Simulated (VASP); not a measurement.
A run of VASP 6.6.1 is set up as follows.

The input INCAR:

```
SYSTEM = Ag
PREC     = Accurate       ! precision mode
ENCUT    = 600            ! plane-wave cutoff, eV
EDIFF    = 1E-6           ! SCF threshold, eV
ISMEAR   = -1             ! smearing method
SIGMA    = 0.15           ! smearing width, eV
LREAL    = .False.        ! projectors in reciprocal space
LASPH    = .True.         ! aspherical terms in the spheres
NELM     = 100            ! most SCF steps
ALGO     = Fast           ! electronic algorithm
ISIF     = 3              ! what is computed and relaxed
LWAVE    = .False.        ! write WAVECAR
LCHARG   = .False.        ! write CHGCAR
GGA      = PS             ! functional
IBRION   = 2              ! ionic algorithm
NSW      = 80             ! ionic steps
EDIFFG   = -0.001         ! ionic threshold
```

The input KPOINTS:

```
Automatic mesh
0
Gamma
  16 16 16
  0 0 0
```

POSCAR

```
Ag
1.0
    0.0000000000      2.0266544696      2.0266544696
    2.0266544696      0.0000000000      2.0266544696
    2.0266544696      2.0266544696      0.0000000000
Ag
1
Direct
    0.0000000000      0.0000000000      0.0000000000
```

Potentials or basis: VASP PAW PBE potentials, release 64 (Ag).

Launch:

```sh
$ cat potpaw_PBE.64/Ag/POTCAR > POTCAR
$ mpirun -np 1 vasp_std > vasp.out
```

Task: What does it give for the relaxed volume?

Result: 16.63 Å³/atom.

Task: Estimate the relaxed cell.

Result: a = 2.865 Å, b = 2.865 Å, c = 2.865 Å, α = 60.00°, β = 60.00°, γ = 60.00°.

Final structure:
```
Ag
1.0
     0.00000    2.02611    2.02611
     2.02611    0.00000    2.02611
     2.02611    2.02611    0.00000
Ag
1
Direct
  0.00000 0.00000 0.00000
```

Caveat: the PAW data sets were made with another functional, which shifts forces and pressure a little.
